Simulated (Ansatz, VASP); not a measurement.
## Fe: VASP beside Ansatz

The input INCAR:

```
  ALGO = Fast
  EDIFF = 1E-6
  ENCUT = 520
  GGA = PE
  ISIF = 2
  ISMEAR = -1
  ISPIN = 2
  LASPH = True
  LCHARG = False
  LMAXMIX = 4
  LORBIT = 11
  LREAL = False
  LWAVE = False
  MAGMOM = 3
  NBANDS = 14
  NELM = 150
  PREC = Accurate
  SIGMA = 0.05
```

File KPOINTS:

```
k-points
0
Gamma
  4 4 4
```

POSCAR

```
Fe
1.0
   -1.4430000000      1.4430000000      1.4430000000
    1.4430000000     -1.4430000000      1.4430000000
    1.4430000000      1.4430000000     -1.4430000000
Fe
1
Direct
    0.0000000000      0.0000000000      0.0000000000
```

File input.yaml:

```yaml
crystal:
  lattice:
    - [-1.443, 1.443, 1.443]
    - [1.443, -1.443, 1.443]
    - [1.443, 1.443, -1.443]
  atoms:
    - { symbol: Fe, position: [0.0, 0.0, 0.0], spin: 3.0 }
hamiltonian:
  xc: pbe
  pseudopotentials: { kind: paw }
magnetization:
  spin_polarized: true
kpoints:
  mp_grid: { grid: [4, 4, 4] }
scf:
  occupations: { method: fermi_dirac, width: 0.05 }
output:
  forces: true
  stress: true
  eigenvalues: true
```

Alike in both runs: task single point; functional PBE; k mesh 4 × 4 × 4; occupations fermi-dirac, width 0.05 eV; collinear spin.

|  | VASP | Ansatz |
| --- | --- | --- |
| version | VASP 6.6.1 | Ansatz 0.2.0 |
| potentials or method | VASP PAW PBE potentials, release 64 (Fe) | Ansatz PAW |
| plane-wave cutoff (eV) | 520 | 420 |
| valence electrons in the cell | 8 | 16 |

|  | VASP | Ansatz | Ansatz less VASP |
| --- | --- | --- | --- |
| gap on the k mesh at the Fermi level (eV) | none | none | - |
| pressure (GPa) | -13.9 | -13.9 | +0.01 |
| net moment per atom (μB) | 2.00 | 2.00 | -0.002 |
| size of the moment on the site where the two differ most (μB) | 2.00 | 2.03 | +0.026 |

Site moments also hang on the region over which each program counts them. A gap of «none» marks a metal or a gap that the smearing closes. The functional is the same, so the differences come from potentials, cutoffs and numerics. VASP's potentials hold 8 valence electrons a cell and Ansatz's 16, so a difference there can come from the potentials and not from the codes.

The k mesh is coarse, so the values compare programs but aren't converged.
